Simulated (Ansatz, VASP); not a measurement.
One calculation of Si4Ge, two programs

```
Si Ge
1.0
     2.86002    0.00000    0.00000
    -1.43001    2.47685    0.00000
     0.00000    0.00000   22.60588
Si Ge
8 2
Direct
  0.33333 0.66667 0.95000
  0.33333 0.66667 0.15000
  0.33333 0.66667 0.35000
  0.33333 0.66667 0.55000
  0.66667 0.33333 0.05000
  0.66667 0.33333 0.45000
  0.66667 0.33333 0.65000
  0.66667 0.33333 0.85000
  0.33333 0.66667 0.75000
  0.66667 0.33333 0.25000
```

Alike in both runs: task relaxation of cell and atoms; functional PBE; k mesh 6 × 6 × 1; occupations gaussian, width 0.1 eV; no spin polarisation.

|  | VASP | Ansatz |
| --- | --- | --- |
| version | VASP 6.6.1 | Ansatz 0.2.0 |
| potentials or method | VASP PAW PBE potentials, release 64 (Si, Ge_d), cutoff 600 eV | scalar-relativistic, plane waves, PAW |
| valence electrons in the cell | 60 | 60 |

|  | VASP | Ansatz | Ansatz less VASP |
| --- | --- | --- | --- |
| gap on the k mesh at the Fermi level, each at its own relaxed structure (eV) | none | none | - |
| relaxed volume (Å³/atom) | 15.94 | 15.58 | -0.358 |
| relaxed cell length with the largest relative difference (Å) | 2.910 | 2.866 | -0.0445 |

A gap of «none» marks a metal or a gap that the smearing closes.

The k mesh is coarse, so the values compare programs but aren't converged. Noted on VASP's run: too few bands were computed for a metal, which touches its energy and stress.
